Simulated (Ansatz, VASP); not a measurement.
# F in VASP and in Ansatz

```
F
1.0
     0.00000    1.66330    1.66330
     1.66330    0.00000    1.66330
     1.66330    1.66330    0.00000
F
1
Direct
  0.00000 0.00000 0.00000
```

Alike in both runs: functional r2SCAN; k mesh 28 × 28 × 28; occupations gaussian, width 0.1 eV; no spin polarisation.

Ansatz relaxed the structure, and its values are those at the end. VASP's run is a single point on that final structure, the one shown.

```csv
,VASP,Ansatz
version,VASP 6.6.1,Ansatz 0.2.0
potentials or method,"VASP PAW PBE potentials, release 64 (F), cutoff 520 eV","scalar-relativistic, plane waves, PAW"
valence electrons in the cell,7,7
```

Ansatz gave:

- gap on the k mesh at the Fermi level (eV): none
- pressure (GPa): 0.0

Task: Estimate VASP's values.

Result: gap on the k mesh at the Fermi level (eV): none; pressure (GPa): -0.9.

VASP's potentials were made for PBE, not for r2SCAN. A gap of «none» marks a metal or a gap that the smearing closes.
